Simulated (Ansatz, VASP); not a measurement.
One calculation of KAlPb3, two programs

```
K Al Pb
1.0
     5.94634    0.00000    0.00000
     0.00000    5.94634    0.00000
     0.00000    0.00000    5.94634
K Al Pb
1 1 3
Direct
  0.50000 0.50000 0.50000
  0.00000 0.00000 0.00000
  0.00000 0.50000 0.50000
  0.50000 0.00000 0.50000
  0.50000 0.50000 0.00000
```

Alike in both runs: functional PBE; k mesh 4 × 4 × 4; occupations gaussian, width 0.1 eV; no spin polarisation.

Ansatz relaxed the structure, and its values are those at the end. VASP's run is a single point on that final structure, the one shown.

|  | VASP | Ansatz |
| --- | --- | --- |
| version | VASP 6.6.1 | Ansatz 0.2.0 |
| potentials or method | VASP PAW PBE potentials, release 64 (K_sv, Al, Pb_d), cutoff 500 eV | scalar-relativistic, plane waves, PAW |
| valence electrons in the cell | 54 | 54 |

|  | VASP | Ansatz | Ansatz less VASP |
| --- | --- | --- | --- |
| gap on the k mesh at the Fermi level (eV) | none | none | - |
| pressure (GPa) | 0.2 | 0.2 | -0.01 |

A gap of «none» marks a metal or a gap that the smearing closes.

Neither program's run includes spin-orbit coupling.
